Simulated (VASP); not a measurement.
A run of VASP 6.6.1:

The input POSCAR:

```
Sb
1.0
   -1.8331395369      1.8331395369      1.8331395369
    1.8331395369     -1.8331395369      1.8331395369
    1.8331395369      1.8331395369     -1.8331395369
Sb
1
Direct
    0.0000000000      0.0000000000      0.0000000000
```

Contents of INCAR.step1:

```
SYSTEM = Sb
  PREC = Accurate
  ENCUT = 520
  EDIFF = 1E-5
  ISMEAR = -1
  SIGMA = 0.05
  LREAL = .False.
  LASPH = .True.
  NELM = 60
  ALGO = Normal
  ISIF = 2
  LWAVE = .True.
  LCHARG = .False.
  GGA = PE
  NBANDS = 8
```

Contents of INCAR.step2:

```
SYSTEM = Sb
  PREC = Accurate
  ENCUT = 520
  EDIFF = 1E-6
  ISMEAR = -1
  SIGMA = 0.05
  LREAL = .False.
  LASPH = .True.
  NELM = 60
  ALGO = Normal
  ISIF = 2
  LWAVE = .False.
  LCHARG = .False.
  GGA = PE
  LHFCALC = .True.
  AEXX = 0.25
  PRECFOCK = Normal
  ISTART = 1
  NBANDS = 8
```

Contents of KPOINTS:

```
Automatic mesh
0
Gamma
  6 6 6
  0 0 0
```

Potentials or basis: VASP PAW PBE potentials, release 64 (Sb).

Run with:

```bash
$ cat potpaw_PBE.64/Sb/POTCAR > POTCAR
$ cp INCAR.step1 INCAR
$ mpirun -np 1 vasp_std > vasp.out
$ cp INCAR.step2 INCAR
$ mpirun -np 1 vasp_std > vasp.out
```

Hardware: 1 thread of Intel(R) Xeon(R) 6975P-C (Granite Rapids), on a shared host.

Q: Estimate the wall time of this run.

A: Run time: 120 s on 1 thread of Intel(R) Xeon(R) 6975P-C (Granite Rapids), with other jobs on the host, peak memory 0.15 GiB. Counts: k points 16.
